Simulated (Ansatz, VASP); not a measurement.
# One calculation of WI6, two programs

```
CELL_PARAMETERS angstrom
0.00000 5.66636 5.66636
5.66636 0.00000 5.66636
5.66636 5.66636 0.00000
ATOMIC_POSITIONS crystal
W 0.00000 0.00000 0.00000
I 0.76102 0.23898 0.23898
I 0.23898 0.76102 0.76102
I 0.23898 0.76102 0.23898
I 0.76102 0.23898 0.76102
I 0.23898 0.23898 0.76102
I 0.76102 0.76102 0.23898
```

Alike in both runs: functional PBE; k mesh 6 × 6 × 6; occupations gaussian, width 0.01 eV; no spin polarisation.

Ansatz relaxed the structure, and its values are those at the end. VASP's run is a single point on that final structure, the one shown.

|  | VASP | Ansatz |
| --- | --- | --- |
| version | VASP 6.6.1 | Ansatz 0.2.0 |
| potentials or method | VASP PAW PBE potentials, release 64 (W_sv, I), cutoff 520 eV | scalar-relativistic, plane waves, PAW |
| valence electrons in the cell | 56 | 116 |

```csv
,VASP,Ansatz,Ansatz less VASP
gap on the k mesh at the Fermi level (eV),0.07,0.07,-0.001
least direct gap on the mesh (eV),0.08,0.08,-0.001
pressure (GPa),0.2,0.2,-0.01
```

VASP's potentials hold 56 valence electrons a cell and Ansatz's 116, so a difference there can come from the potentials and not from the codes. Ansatz's warnings: stress scf threshold loose.

Spin-orbit coupling is off throughout.
